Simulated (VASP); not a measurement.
Runs of VASP 6.6.1 on Ba. The structure is that of space group I4/mmm (No. 139), or close to it. The cells are those of the table. 

```csv
cell,further INCAR settings,gap on the mesh (eV),pressure (GPa)
"a = 4.225 Å, angles 111.6, 111.6, 105.3°, 1 atom",ALGO = Fast; EDIFF = 1e-07; NBANDS = 11,none,(b)
"a = 4.333 Å, angles 111.5, 111.5, 105.4°, 1 atom",ALGO = Fast; EDIFF = 1e-07; NBANDS = 11,none,0.2
"a = 4.476 Å, angles 108.2, 108.2, 112.1°, 1 atom",ALGO = Fast; EDIFF = 1e-06; NBANDS = 11,none,-0.6
"a = 4.187 Å, angles 110.9, 110.9, 106.7°, 1 atom",ALGO = Fast; EDIFF = 1e-06; NBANDS = 11,none,1.3
"a = 4.259 Å, angles 108.1, 108.1, 112.2°, 1 atom",ALGO = Fast; EDIFF = 1e-06; NBANDS = 11,none,(a)
```

Alike in all rows: task single point; level PBE; potentials or basis VASP PAW PBE potentials, release 64 (Ba_sv); no spin polarisation; k mesh 14 × 14 × 14; cutoff (eV) 520; smearing gaussian 0.15 eV.

**Question.** Estimate the missing entries.

**Answer.** (a) 0.7; (b) 1.0.

Caveats: spin-orbit coupling is left out, which moves the levels of the heavy elements.

A k mesh can miss the band edges, and the runs leave out spin-orbit coupling on Ba.

A gap of «none» marks levels without a gap at the run's occupations.
